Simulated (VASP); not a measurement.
A run of VASP 6.6.1:

Contents of INCAR:

```
  ALGO = Normal
  EDIFF = 1E-7
  EDIFFG = -0.03
  ENCUT = 600
  GGA = CA
  IBRION = 2
  ISIF = 8
  ISMEAR = -1
  LASPH = T
  LCHARG = F
  LREAL = F
  LWAVE = F
  NELM = 60
  NSW = 80
  PREC = Accurate
  SIGMA = 0.05
```

Contents of KPOINTS:

```
k-points
0
Gamma
  6 6 6
```

Contents of POSCAR:

```
LiGa
1.0
    0.0000000000      3.0845000000      3.0845000000
    3.0845000000      0.0000000000      3.0845000000
    3.0845000000      3.0845000000      0.0000000000
Li Ga
2 2
Direct
    0.5000000000      0.5000000000      0.5000000000
    0.7500000000      0.7500000000      0.7500000000
    0.0000000000      0.0000000000      0.0000000000
    0.2500000000      0.2500000000      0.2500000000
```

Potentials or basis: VASP PAW LDA potentials, release 64 (Li_sv, Ga_d).

Command:

```sh
$ cat potpaw_LDA.64/Li_sv/POTCAR potpaw_LDA.64/Ga_d/POTCAR > POTCAR
$ mpirun -np 1 vasp_std > vasp.out
```

Hardware: 1 thread of Intel(R) Xeon(R) Platinum 8488C (Sapphire Rapids), with other jobs on the host.

Question: How long does it take, and how much memory?

Answer: Wall time 42 s on 1 thread of Intel(R) Xeon(R) Platinum 8488C (Sapphire Rapids), with other jobs on the host, peak memory 0.19 GiB. Counts: scf iterations 33, k points 16, ion steps 3.
